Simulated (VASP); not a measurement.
A run of VASP 6.6.1 is set up as follows.

File INCAR:

```
SYSTEM = RbAl
ALGO = Normal
DIPOL = 0.5 0.5 0.500
EDIFF = 1E-7
ENCUT = 520
GGA = PE
IDIPOL = 3
ISIF = 2
ISMEAR = 0
LASPH = .TRUE.
LCHARG = .TRUE.
LDIPOL = .TRUE.
LELF = .TRUE.
LREAL = .FALSE.
LVACPOTAV = .TRUE.
LVHAR = .TRUE.
LWAVE = .FALSE.
NBANDS = 13
NELM = 100
PREC = Accurate
SIGMA = 0.1
```

The input KPOINTS:

```
k-points
0
G
  4 4 1
  0 0 0
```

POSCAR

```
RbAl
1.0
    5.2992890000      0.0000000000      0.0000000000
    0.0000000000      5.2992890000      0.0000000000
    0.0000000000      0.0000000000     14.0000000000
Rb Al
1 1
Direct
    0.0000000000      0.0000000000      0.5000000000
    0.5000000000      0.5000000000      0.5000000000
```

Potentials or basis: VASP PAW PBE potentials, release 64 (Rb_sv, Al).

The run is started by

```bash
$ cat potpaw_PBE.64/Rb_sv/POTCAR potpaw_PBE.64/Al/POTCAR > POTCAR
$ mpirun -np 1 vasp_std > vasp.out
```

(1) Predict the band gap on the k mesh.

## Answers

(1) zero (filled and empty bands touch).
